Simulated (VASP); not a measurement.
Runs of VASP 6.6.1 on Cu. The structure is that of space group Fm-3m (No. 225), or close to it. The cells are those of the table. 

| task | cell | k mesh | smearing | gap on the mesh (eV) | pressure (GPa) | relaxed volume (Å³/atom) |
| --- | --- | --- | --- | --- | --- | --- |
| relaxation of cell and atoms | relaxed from a = 2.597 Å, angles 60.0°, 1 atom | 16 × 16 × 16 | fermi-dirac 0.15 eV | none | 0.0 | 12.46 |
| relaxation of cell and atoms | relaxed from a = 2.581 Å, angles 60.0°, 1 atom | 16 × 16 × 16 | gaussian 0.1 eV | none | 0.0 | 12.46 |
| single point | a = 2.597 Å, angles 60.0°, 1 atom | 16 × 16 × 16 | gaussian 0.1 eV | none | (a) | - |
| single point | a = 2.581 Å, angles 60.0°, 1 atom | 8 × 8 × 8 | gaussian 0.1 eV | none | 3.9 | - |
| single point | a = 2.597 Å, angles 60.0°, 1 atom | 16 × 16 × 16 | fermi-dirac 0.15 eV | none | 0.8 | - |

Alike in all rows: level RPBE; potentials or basis VASP PAW PBE potentials, release 64 (Cu); no spin polarisation; cutoff (eV) 600.

Task: Estimate the missing entries.

Result: (a) 0.7.

Caveats: some runs use coarse meshes; the PAW data sets were made with another functional, which shifts forces and pressure a little.

A gap of «none» marks levels without a gap at the run's occupations.
